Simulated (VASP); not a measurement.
# CuI in VASP: further runs

Runs on CuI. Level: PBE. Tasks: single point.

All numbers are computed with VASP 6.6.1; they aren't measurements. Logs are shortened: lines on timing, memory, paths and dates and some standing lists are left out, and cuts for length are marked.

## 1. The cell of the first run

The cell holds a wire or tube with vacuum around it, 2 atoms: a = 10.100 Å, b = 9.300 Å, c = 4.551 Å, α = 90.00°, β = 90.00°, γ = 90.00°.

## 2. Single point, PBE, collinear spin

The input, INCAR:

```
PREC = Accurate
ENCUT = 520
EDIFF = 1E-7
ISMEAR = 0
SIGMA = 0.05
LREAL = F
LASPH = T
NELM = 150
ALGO = Normal
ISIF = 2
LWAVE = F
LCHARG = F
ISPIN = 2
MAGMOM = 0.5 0.5
LORBIT = 11
LMAXMIX = 4
GGA = PE
NBANDS = 20
```

The input, KPOINTS:

```
regular mesh
0
Gamma
  1 1 15
```

The input, POSCAR:

```
CuI
1.0
   10.1000000000      0.0000000000      0.0000000000
    0.0000000000      9.3000000000      0.0000000000
    0.0000000000      0.0000000000      4.5513602427
Cu I
1 1
Direct
    0.4581493648      0.5000000000      0.0000000000
    0.5418506352      0.5000000000      0.5000000000
```

Potentials or basis: VASP PAW PBE potentials, release 64 (Cu, I).

Command:

```bash
cat potpaw_PBE.64/Cu/POTCAR potpaw_PBE.64/I/POTCAR > POTCAR
mpirun -np 1 vasp_std > vasp.out
```

OUTCAR:

```text
PREC = Accurate
   ENCUT = 520
   EDIFF = 1E-7
   ISMEAR = 0
   LREAL = F
   LASPH = T
   NELM = 150
   ISIF = 2
   ISPIN = 2
   LORBIT = 11
   GGA = PE

 ion  position               nearest neighbor table
   1  0.458  0.500  0.000-   2 2.43   2 2.43
   2  0.542  0.500  0.500-   1 2.43   1 2.43

  LATTYP: Found a simple orthorhombic cell.
 ALAT       =     4.5513602427
 B/A-ratio  =     2.0433451768
 C/A-ratio  =     2.2191168050

  Lattice vectors:

 A1 = (   0.0000000000,   0.0000000000,  -4.5513602427)
 A2 = (   0.0000000000,   9.3000000000,   0.0000000000)
 A3 = (  10.1000000000,   0.0000000000,   0.0000000000)

Analysis of symmetry for initial positions (statically):
=====================================================================
 Subroutine PRICEL returns:
 Original cell was already a primitive cell.

 Routine SETGRP: Setting up the symmetry group for a
 simple orthorhombic supercell.

 Subroutine GETGRP returns: Found  4 space group operations
 (whereof  4 operations were pure point group operations)
 out of a pool of  8 trial point group operations.

The static configuration has the point symmetry C_2v.

Analysis of symmetry for dynamics (positions and initial velocities):
=====================================================================
 Subroutine PRICEL returns:
 Original cell was already a primitive cell.

 Routine SETGRP: Setting up the symmetry group for a
 simple orthorhombic supercell.

 Subroutine GETGRP returns: Found  4 space group operations
 (whereof  4 operations were pure point group operations)
 out of a pool of  8 trial point group operations.

The dynamic configuration has the point symmetry C_2v.

Analysis of structural, dynamic, and magnetic symmetry:
=====================================================================
 Subroutine PRICEL returns:
 Original cell was already a primitive cell.

 Routine SETGRP: Setting up the symmetry group for a
 simple orthorhombic supercell.

 Subroutine GETGRP returns: Found  4 space group operations
 (whereof  4 operations were pure point group operations)
 out of a pool of  8 trial point group operations.

The overall configuration has the point symmetry C_2v.

 Subroutine INISYM returns: Found  4 space group operations
 (whereof  4 operations are pure point group operations),
 and found     1 'primitive' translations

----------------------------------------------------------------------------------------

                                     Primitive cell

  volume of cell :     427.5093

  direct lattice vectors                    reciprocal lattice vectors
    10.100000000  0.000000000  0.000000000     0.099009901  0.000000000  0.000000000
     0.000000000  9.300000000  0.000000000     0.000000000  0.107526882  0.000000000
     0.000000000  0.000000000  4.551360243     0.000000000  0.000000000  0.219714535

  length of vectors
    10.100000000  9.300000000  4.551360243     0.099009901  0.107526882  0.219714535

  position of ions in fractional coordinates (direct lattice)
     0.458149365  0.500000000  0.000000000
     0.541850635  0.500000000  0.500000000

  ion indices of the primitive-cell ions
   primitive index   ion index
                 1           1
                 2           2

----------------------------------------------------------------------------------------

 KPOINTS: regular mesh

Automatic generation of k-mesh.
 Grid dimensions read from file:
 generate k-points for:    1    1   15

 Generating k-lattice:

  Cartesian coordinates                     Fractional coordinates (reciprocal lattice)
     0.099009901  0.000000000  0.000000000     1.000000000  0.000000000  0.000000000
     0.000000000  0.107526882  0.000000000     0.000000000  1.000000000  0.000000000
     0.000000000  0.000000000  0.014647636     0.000000000  0.000000000  0.066666667

  Length of vectors
     0.099009901  0.107526882  0.014647636

  Shift w.r.t. Gamma in fractional coordinates (k-lattice)
     0.000000000  0.000000000  0.000000000

 Subroutine IBZKPT returns following result:
 ===========================================

 Found      8 irreducible k-points:

 Following reciprocal coordinates:
            Coordinates               Weight
  0.000000  0.000000  0.000000      1.000000
  0.000000  0.000000  0.066667      2.000000
  0.000000  0.000000  0.133333      2.000000
  0.000000  0.000000  0.200000      2.000000
  0.000000  0.000000  0.266667      2.000000
  0.000000  0.000000  0.333333      2.000000
  0.000000  0.000000  0.400000      2.000000
  0.000000  0.000000  0.466667      2.000000
   k-points           NKPTS =      8   k-points in BZ     NKDIM =      8   number of bands    NBANDS=     20
   number of dos      NEDOS =    301   number of ions     NIONS =      2
   total plane-waves  NPLWV = 201600
   dimension x,y,z NGX =    80 NGY =   70 NGZ =   36
   dimension x,y,z NGXF=   160 NGYF=  140 NGZF=   72
   ions per type =               1   1
   NGX,Y,Z   is equivalent  to a cutoff of  13.17, 12.51, 13.15 a.u.
   NGXF,Y,Z  is equivalent  to a cutoff of  26.34, 25.03, 26.30 a.u.
 SYSTEM =  unknown system
   PREC   = accura    normal or accurate (medium, high low for compatibility)
   ISTART =      0    job   : 0-new  1-cont  2-samecut
   ICHARG =      2    charge: 1-file 2-atom 10-const
   ISPIN  =      2    spin polarized calculation?
   LNONCOLLINEAR =      F non collinear calculations
   LSORBIT =      F    spin-orbit coupling
   LASPH  =      T    aspherical Exc in radial PAW
   ENCUT  =  520.0 eV  38.22 Ry    6.18 a.u.  18.78 17.29  8.46*2*pi/ulx,y,z
   NELM   =    150;   NELMIN=  2; NELMDL= -5     # of ELM steps
   EDIFF  = 0.1E-06   stopping-criterion for ELM
   LREAL  =      F    real-space projection
   EDIFFG = 0.1E-05   stopping-criterion for IOM
   NSW    =      0    number of steps for IOM
   IBRION =     -1    ionic relax: 0-MD 1-quasi-New 2-CG
   NFREE  =      0    steps in history (QN), initial steepest desc. (CG)
   ISIF   =      2    stress and relaxation
   ISYM   =      2    0-nonsym 1-usesym 2-fastsym
   POTIM  = 0.5000    time-step for ionic-motion
   TEBEG  =    0.0;   TEEND  =   0.0 temperature during run
   PSTRESS=    0.0 pullay stress
   NELECT =      18.0000    total number of electrons
   NUPDOWN=      -1.0000    fix difference up-down
   EMIN   =  10.00;   EMAX   =-10.00  energy-range for DOS
   EFERMI =   0.00;   METHOD = LEGACY
   ISMEAR =     0;   SIGMA  =   0.05  broadening in eV -4-tet -1-fermi 0-gaus
   EFERMI_NEDOS =   21; number of points for ismear=-14 and -15
   IALGO  =     38    algorithm
   IMIX   =      4    mixing-type and parameters
     AMIX     =   0.40;   BMIX     =  1.00
     AMIX_MAG =   1.60;   BMIX_MAG =  1.00
  volume/ion in A,a.u.               =     213.75      1442.49
  Fermi-wavevector in a.u.,A,eV,Ry     =   0.569531  1.076257  4.413257  0.324365
  Thomas-Fermi vector in A             =   1.609209
   LORBIT       =     11    0 simple, 1 ext, 2 COOP (PROOUT), +10 PAW based schemes
   GGA     = PE    functional components
   LHFCALC =     F    Hartree Fock is set to
   AEXX    =    0.0000 exact exchange contribution
   IVDW    =     0    specifies the selected vdW correction
   LEPSILON=     F    determine dielectric tensor
   LRPA    =     F    only Hartree local field effects (RPA)
 spin polarized calculation
 Gauss-broadening in eV      SIGMA  =   0.05
  energy-cutoff  :      520.00
  volume of cell :      427.51
 maximum number of plane-waves:     11557
 NGX is ok and might be reduce to    80
   NGX = 37   NGY = 35   NGZ = 17

 number of electron      18.0000006 magnetization       0.0000022

 number of electron      18.0000006 magnetization      -0.0000005

 Free energy of the ion-electron system (eV)
  ---------------------------------------------------
  ext. energy  EPLUGINS =         0.00000000
  ---------------------------------------------------
  free energy    TOTEN  =        -4.91541698 eV

  energy without entropy =       -4.91541698  energy(sigma->0) =       -4.91541698

 E-fermi :  -4.1849     XC(G=0):  -2.1396

 val. band max:       -4.4456804585   @ k =   0.0000   0.0000   0.4667
 cond. band min:      -1.8944986414   @ k =   0.0000   0.0000   0.0000
 fundamental gap:      2.5511818170
 Fermi energy:        -4.1848824500

 spin component 1

 k-point     1 :       0.0000    0.0000    0.0000
  band No.  band energies     occupation
      1     -16.5758      1.00000
      2      -7.5160      1.00000
      3      -7.0003      1.00000
      4      -6.1783      1.00000
      5      -5.4804      1.00000
      6      -5.2355      1.00000
[... 12 lines left out ...]
     19       3.7914      0.00000
     20       4.0350      0.00000
[... 139 lines left out ...]
 k-point     8 :       0.0000    0.0000    0.4667
  band No.  band energies     occupation
      1     -16.3513      1.00000
      2      -8.8414      1.00000
      3      -6.5457      1.00000
      4      -6.2602      1.00000
      5      -5.4250      1.00000
      6      -5.2519      1.00000
[... 12 lines left out ...]
     19       3.7869      0.00000
     20       4.1525      0.00000
 Fermi energy:        -4.1848824500

 spin component 2

 k-point     1 :       0.0000    0.0000    0.0000
  band No.  band energies     occupation
      1     -16.5758      1.00000
      2      -7.5160      1.00000
      3      -7.0003      1.00000
      4      -6.1783      1.00000
      5      -5.4804      1.00000
      6      -5.2355      1.00000
[... 12 lines left out ...]
     19       3.7900      0.00000
     20       4.0350      0.00000
[... 139 lines left out ...]
 k-point     8 :       0.0000    0.0000    0.4667
  band No.  band energies     occupation
      1     -16.3513      1.00000
      2      -8.8414      1.00000
      3      -6.5457      1.00000
      4      -6.2602      1.00000
      5      -5.4250      1.00000
      6      -5.2519      1.00000
[... 12 lines left out ...]
     19       3.7862      0.00000
     20       4.1455      0.00000

------------------------ aborting loop because EDIFF is reached ----------------------------------------

  FORCE on cell =-STRESS in cart. coord.  units (eV):
  Direction    XX          YY          ZZ          XY          YZ          ZX
  --------------------------------------------------------------------------------------
  -------------------------------------------------------------------------------------
  Total       -0.0087309      0.0036596     -0.0063892      0.0000000      0.0000000      0.0000000
  in kB       -0.0327207      0.0137150     -0.0239449      0.0000000      0.0000000      0.0000000
  external PRESSURE =      -0.0143169 kB  Pullay stress =       0.0000000 kB

 VOLUME and BASIS-vectors are now :
 -----------------------------------------------------------------------------
  energy-cutoff  :      520.00
  volume of cell :      427.51
      direct lattice vectors                 reciprocal lattice vectors
    10.100000000  0.000000000  0.000000000     0.099009901  0.000000000  0.000000000
     0.000000000  9.300000000  0.000000000     0.000000000  0.107526882  0.000000000
     0.000000000  0.000000000  4.551360243     0.000000000  0.000000000  0.219714535

 POSITION                                       TOTAL-FORCE (eV/Angst)
 -----------------------------------------------------------------------------------
      4.62731      4.65000      0.00000         0.004812      0.000000      0.000000
      5.47269      4.65000      2.27568        -0.004812      0.000000      0.000000
 -----------------------------------------------------------------------------------
    total drift:                                0.001172      0.000000      0.000005

  FREE ENERGIE OF THE ION-ELECTRON SYSTEM (eV)
  ---------------------------------------------------
  free  energy   TOTEN  =        -4.9154169840 eV

  energy  without entropy=       -4.9154169840  energy(sigma->0) =       -4.91541698

 total charge

# of ion       s       p       d       tot
------------------------------------------
    1        0.376   0.198   9.344   9.918
    2        1.492   2.795   0.036   4.323
--------------------------------------------------
tot          1.868   2.993   9.380  14.240

 magnetization (x)

# of ion       s       p       d       tot
------------------------------------------
    1        0.000   0.000  -0.000   0.000
    2       -0.000   0.000   0.000  -0.000
--------------------------------------------------
tot         -0.000   0.000  -0.000   0.000
```

Run time: 2.5 min. Hardware: 1 thread of AMD EPYC 9R45 (Zen 5), shared host; peak memory 0.65 GiB.

Results:

| Quantity | Value |
| --- | --- |
| Free energy | -4.9154 eV |
| Largest force | 0.005 eV/Å |
| Band gap on the k mesh | 2.55 eV (least direct gap 2.73 eV) |
| Net moment | 0.00 μB per cell |
| Valence electrons inside the program's atomic spheres | Cu 9.92; I 4.32 |

Forces on the atoms (eV/Å):
```
Cu   0.005  0.000  0.000
I   -0.005  0.000  0.000
```

Caveat: spin-orbit coupling is left out, which moves the levels of the heavy elements.

## 3. Single point, PBE, collinear spin

This run uses another cell than the first one.

The input, INCAR:

```
SYSTEM = CuI
  PREC = Accurate
  ENCUT = 520
  EDIFF = 1E-7
  ISMEAR = 0
  SIGMA = 0.05
  LREAL = .FALSE.
  LASPH = .TRUE.
  NELM = 150
  ALGO = Normal
  ISIF = 2
  LWAVE = .FALSE.
  LCHARG = .FALSE.
  ISPIN = 2
  MAGMOM = 0.5 0.5
  LORBIT = 11
  LMAXMIX = 4
  GGA = PE
  NBANDS = 20
```

The input, KPOINTS:

```
regular mesh
0
G
  1 1 26
  0 0 0
```

The input, POSCAR:

```
CuI
1.0
   11.1000000000      0.0000000000      0.0000000000
    0.0000000000      9.3000000000      0.0000000000
    0.0000000000      0.0000000000      2.5107888632
Cu I
1 1
Direct
    0.4039728890      0.5000000000      0.0000000000
    0.5960271110      0.5000000000      0.5000000000
```

Potentials or basis: VASP PAW PBE potentials, release 64 (Cu, I).

Command:

```bash
cat potpaw_PBE.64/Cu/POTCAR potpaw_PBE.64/I/POTCAR > POTCAR
mpirun -np 1 vasp_std > vasp.out
```

Wall time 2.8 min (1 thread of AMD EPYC 9R45 (Zen 5), shared host); peak memory 0.45 GiB.

It converged, with:

```
Free energy                                           : -2.1220 eV
Largest force                                         : 1.767 eV/Å
Band gap on the k mesh                                : 0.46 eV
Net moment                                            : 0.00 μB per cell
Valence electrons inside the program's atomic spheres : Cu 9.96; I 4.50
```

Forces on the atoms (eV/Å):
```
Cu  -1.767  0.000  0.000
I    1.767  0.000  0.000
```

Levels at points of the mesh, in eV from the valence-band top:
Spin up:
```csv
k point,band 6,band 7,band 8,band 9,band 10,band 11,band 12,band 13
"(0.00, 0.00, 0.00)",-2.27,-2.15,-1.75,-0.56,2.04,2.88,3.73,4.10
"(0.00, 0.00, 0.50)",-2.27,-1.80,-1.33,-1.16,2.66,3.96,4.53,6.02
```
Spin down:
| k point | band 5 | band 6 | band 7 | band 8 | band 9 | band 10 | band 11 | band 12 | band 13 | band 14 |
| --- | --- | --- | --- | --- | --- | --- | --- | --- | --- | --- |
| (0.00, 0.00, 0.00) | -2.34 | -2.27 | -2.15 | -1.75 | -0.56 | 2.04 | 2.88 | 3.73 | 4.10 | 4.54 |
| (0.00, 0.00, 0.50) | -2.32 | -2.27 | -1.80 | -1.33 | -1.16 | 2.66 | 3.96 | 4.53 | 6.02 | 8.01 |

Caveat: semilocal functionals underestimate gaps, and a narrow one can read as zero; spin-orbit coupling is left out, which moves the levels of the heavy elements.

## 4. Single point, PBE, collinear spin

This run uses another cell than the first one.

The input, INCAR:

```
SYSTEM = CuI
  ALGO = Normal
  EDIFF = 1E-6
  ENCUT = 520
  GGA = PE
  ISIF = 2
  ISMEAR = 0
  ISPIN = 2
  LASPH = .TRUE.
  LCHARG = .FALSE.
  LMAXMIX = 4
  LORBIT = 11
  LREAL = .FALSE.
  LWAVE = .FALSE.
  MAGMOM = 0.5 0.5
  NBANDS = 20
  NELM = 150
  PREC = Accurate
  SIGMA = 0.05
```

The input, KPOINTS:

```
k-points
0
G
  1 1 26
  0 0 0
```

The input, POSCAR:

```
CuI
1.0
   11.1000000000      0.0000000000      0.0000000000
    0.0000000000      9.3000000000      0.0000000000
    0.0000000000      0.0000000000      4.5526481531
Cu I
1 1
Direct
    0.4620772220      0.5000000000      0.0000000000
    0.5379227780      0.5000000000      0.5000000000
```

Command:

```bash
cat potpaw_PBE.64/Cu/POTCAR potpaw_PBE.64/I/POTCAR > POTCAR
mpirun -np 1 vasp_std > vasp.out
```

Wall time 4 min (1 thread of AMD EPYC 9R45 (Zen 5), shared host); peak memory 0.73 GiB.

The run converged. Its results:

```
Free energy                                           : -4.9155 eV
Band gap on the k mesh                                : 2.54 eV (least direct gap 2.74 eV)
Net moment                                            : 0.00 μB per cell
Valence electrons inside the program's atomic spheres : Cu 9.92; I 4.32
```

Levels at points of the mesh, in eV from the valence-band top:
Spin up:
| k point | band 7 | band 8 | band 9 | band 10 | band 11 | band 12 |
| --- | --- | --- | --- | --- | --- | --- |
| (0.00, 0.00, 0.00) | -0.66 | -0.47 | -0.20 | 2.54 | 4.63 | 5.31 |
| (0.00, 0.00, 0.50) | -0.81 | -0.72 | 0.00 | 3.37 | 4.47 | 6.13 |
Spin down:
```tsv
k point	band 6	band 7	band 8	band 9	band 10	band 11	band 12	band 13
(0.00, 0.00, 0.00)	-0.80	-0.66	-0.47	-0.20	2.54	4.63	5.31	5.54
(0.00, 0.00, 0.50)	-0.82	-0.81	-0.72	0.00	3.37	4.47	6.13	6.60
```

Caveat: spin-orbit coupling is left out, which moves the levels of the heavy elements.

## 5. Summary

| cell | k mesh | gap on the mesh (eV) | moment (μB) |
| --- | --- | --- | --- |
| a = 10.100, b = 9.300, c = 4.551 Å, 2 atoms, atomic positions A | 1 × 1 × 15 | 2.55 | 0.00 |
| a = 11.100, b = 9.300, c = 2.511 Å, 2 atoms, atomic positions B | 1 × 1 × 26 | 0.46 | 0.00 |
| a = 11.100, b = 9.300, c = 4.553 Å, 2 atoms, atomic positions C | 1 × 1 × 26 | 2.54 | 0.00 |

Alike in all rows: task single point; level PBE; potentials or basis VASP PAW PBE potentials, release 64 (Cu, I); spin collinear; cutoff (eV) 520; smearing gaussian 0.05 eV.

Caveats: spin-orbit coupling is left out, which moves the levels of the heavy elements; semilocal functionals underestimate gaps, and a narrow one can read as zero (at least some runs).

Total energies depend on the potentials used, so only differences within one code and one set of settings carry meaning.
